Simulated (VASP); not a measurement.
Wanted: the native input for a VASP 6.6.1 run.

- Task: single point
- Functional: PBEsol
- Potentials or basis: VASP PAW PBE potentials, release 64 (Sr_sv, Ti_sv, O)
- Cutoff: 520 eV
- k mesh: 6 × 6 × 6
- Occupations: gaussian, width 0.05 eV
- Spin: no spin polarisation
- Dipole correction: no
- Further INCAR settings: ALGO = Normal; EDIFF = 1e-07; NBANDS = 51

The structure of SrTiO3 lies in POSCAR:

```
SrTiO3
1.0
   -3.8911201354      0.0000000000     -3.8911201354
    0.0000000000     -3.8911201354     -3.8911201354
   -3.8911201354     -3.8911201354      0.0000000000
Sr Ti O
2 2 6
Direct
    0.0000000000      0.0000000000      0.0011930726
    0.5000000000      0.5000000000      0.4988069274
    0.2500000000      0.2500000000      0.2500000000
    0.7500000000      0.7500000000      0.7500000000
    0.4863707604     -0.0136292396      0.5136292396
    0.0136292396      0.5136292396     -0.0136292396
    0.5136292396      0.0136292396     -0.0136292396
   -0.0136292396      0.4863707604      0.5136292396
    0.5000000000      0.5000000000     -0.0272584792
    1.0000000000      1.0000000000      0.5272584792
```

This cell differs from its parent crystal: atoms displaced along a vibrational mode.

The input as run:

INCAR

```
  PREC = Accurate
  ENCUT = 520
  EDIFF = 1E-7
  ISMEAR = 0
  SIGMA = 0.05
  LREAL = False
  LASPH = True
  NELM = 80
  ALGO = Normal
  ISIF = 2
  LWAVE = False
  LCHARG = True
  GGA = PS
  LELF = True
  LVHAR = True
  NBANDS = 51
```

KPOINTS

```
Automatic mesh
0
Gamma
  6 6 6
```

Potentials or basis: VASP PAW PBE potentials, release 64 (Sr_sv, Ti_sv, O).

Command:

```bash
$ cat potpaw_PBE.64/Sr_sv/POTCAR potpaw_PBE.64/Ti_sv/POTCAR potpaw_PBE.64/O/POTCAR > POTCAR
$ mpirun -np 1 vasp_std > vasp.out
```

Results of the run:

```yaml
Pressure: 1.1 GPa
Largest_force: 1.640 eV/Å
Band_gap_on_the_k_mesh: 1.76 eV
```

Caveat: the cell differs from its parent crystal (atoms displaced along a vibrational mode); the PAW data sets were made with another functional, which shifts forces and pressure a little.

It took 4.4 min on 1 thread of Intel(R) Xeon(R) 6975P-C (Granite Rapids), with other jobs on the host, peak memory 0.4 GiB.
